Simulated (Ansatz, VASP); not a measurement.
## Two plane-wave programs on Eu

Contents of INCAR:

```
PREC = Accurate ; ENCUT = 520
EDIFF = 1E-6 ; ISMEAR = -1
SIGMA = 0.05 ; LREAL = False
LASPH = True ; NELM = 150
ALGO = Normal ; ISIF = 2
LWAVE = False ; LCHARG = True
MAGMOM = 0 0 7 ; LORBIT = 11
LSORBIT = True ; GGA_COMPAT = False
LORBMOM = True ; LMAXMIX = 6
GGA = PS ; LVHAR = True
NBANDS = 28
```

Contents of KPOINTS:

```
Automatic mesh
0
Gamma
  8 8 8
```

File POSCAR:

```
Eu
1.0
   -2.3030000000      2.3030000000      2.3030000000
    2.3030000000     -2.3030000000      2.3030000000
    2.3030000000      2.3030000000     -2.3030000000
Eu
1
Direct
    0.0000000000      0.0000000000      0.0000000000
```

The input input.yaml:

```yaml
crystal:
  lattice:
    - [-2.303, 2.303, 2.303]
    - [2.303, -2.303, 2.303]
    - [2.303, 2.303, -2.303]
  atoms:
    - { symbol: Eu, position: [0.0, 0.0, 0.0], spin: 7.0, spin_axis: [0.0, 0.0, 7.0] }
hamiltonian:
  xc: pbesol
  pseudopotentials: { kind: paw_fr }
magnetization:
  noncollinear: true
  spin_orbit: true
kpoints:
  mp_grid: { grid: [8, 8, 8] }
  band_path:
    path:
      - [[0.0, 0.0, 0.0], [0.5, -0.5, 0.5], [0.0, 0.0, 0.5], [0.0, 0.0, 0.0], [0.25, 0.25, 0.25], [0.5, -0.5, 0.5]]
      - [[0.25, 0.25, 0.25], [0.0, 0.0, 0.5]]
    npoints: 14
scf:
  occupations: { method: fermi_dirac, width: 0.05 }
  n_extra_bands: 6
output:
  forces: true
  stress: true
  eigenvalues: true
  fatbands: false
```

Alike in both runs: functional PBEsol; k mesh 8 × 8 × 8; occupations fermi-dirac, width 0.05 eV; non-collinear spin, spin-orbit coupling.

|  | VASP | Ansatz |
| --- | --- | --- |
| version | VASP 6.6.1 | Ansatz 0.2.0 |
| potentials or method | VASP PAW PBE potentials, release 64 (Eu) | Ansatz PAW |
| plane-wave cutoff (eV) | 520 | 420 |
| valence electrons in the cell | 17 | 17 |
| task | single point | band structure |

Ansatz gave:

```
pressure (GPa)           : -2.7
net moment per atom (μB) : 7.33
```

Q: Which values does VASP return?

A: Pressure (GPa): -3.0; net moment per atom (μB): 7.33.

VASP's potentials were made for PBE, not for PBEsol.
